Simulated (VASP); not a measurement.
# LiCl: single point with PBEsol

LiCl:

```
Li Cl
1.0
     0.00000    2.49793    2.49793
     2.49793    0.00000    2.49793
     2.49793    2.49793    0.00000
Li Cl
1 1
Direct
  0.00000 0.00000 0.00000
  0.50000 0.50000 0.50000
```

```
Program                : VASP 6.6.1
Task                   : single point
Functional             : PBEsol
Potentials or basis    : VASP PAW PBE potentials, release 64 (Li_sv, Cl)
Cutoff                 : 520 eV
k mesh                 : 10 × 10 × 10
Occupations            : gaussian, width 0.05 eV
Spin                   : no spin polarisation
Dipole correction      : no
Further INCAR settings : ALGO = Normal; EDIFF = 1e-07; NBANDS = 12
```

The band gap on the k mesh is 6.61 eV.

Levels at points of the mesh, in eV from the valence-band top:
| k point | band 2 | band 3 | band 4 | band 5 | band 6 | band 7 | band 8 | band 9 |
| --- | --- | --- | --- | --- | --- | --- | --- | --- |
| (0.00, 0.00, 0.00) | -13.69 | 0.00 | 0.00 | 0.00 | 6.61 | 11.87 | 11.87 | 11.87 |
| (0.50, 0.00, 0.00) | -13.00 | -3.21 | -0.30 | -0.30 | 6.63 | 9.41 | 9.41 | 13.66 |
| (0.50, 0.50, 0.00) | -12.69 | -3.35 | -1.28 | -1.28 | 7.94 | 7.96 | 12.96 | 14.60 |

It took 12 s on 1 thread of AMD EPYC 9R45 96-Core Processor (Zen 5), on a shared host, peak memory 0.12 GiB.

 A k mesh can miss the band edges.
